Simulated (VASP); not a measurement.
Input of a VASP 6.6.1 run:

The input INCAR:

```
PREC = Accurate
ENCUT = 500
EDIFF = 1E-6
ISMEAR = 0
SIGMA = 0.1
LREAL = False
LASPH = True
NELM = 120
ALGO = Normal
ISIF = 2
LWAVE = False
LCHARG = True
GGA = PE
LELF = True
LVHAR = True
NBANDS = 22
GGA_COMPAT = False
```

The input KPOINTS:

```
Automatic mesh
0
Gamma
  4 4 4
```

Contents of POSCAR:

```
Na3TeH
1.0
    4.7671700000      0.0000000000      0.0000000000
    0.0000000000      4.7671700000      0.0000000000
    0.0000000000      0.0000000000      4.7671700000
Na Te H
3 1 1
Direct
    0.5000000000      0.0000000000      0.5000000000
    0.0000000000      0.5000000000      0.5000000000
    0.5000000000      0.5000000000      0.0000000000
    0.0000000000      0.0000000000      0.0000000000
    0.5000000000      0.5000000000      0.5000000000
```

Potentials or basis: VASP PAW PBE potentials, release 64 (Na_pv, Te, H).

Launch:

```bash
$ cat potpaw_PBE.64/Na_pv/POTCAR potpaw_PBE.64/Te/POTCAR potpaw_PBE.64/H/POTCAR > POTCAR
$ mpirun -np 1 vasp_std > vasp.out
```

Question: What does it give for the band gap on the k mesh?

Answer: 2.61 eV (least direct gap 2.79 eV).

Question: What does it give for the pressure?

Answer: -0.1 GPa.

Caveat: spin-orbit coupling is left out, which moves the levels of the heavy elements. A k mesh can miss the band edges.
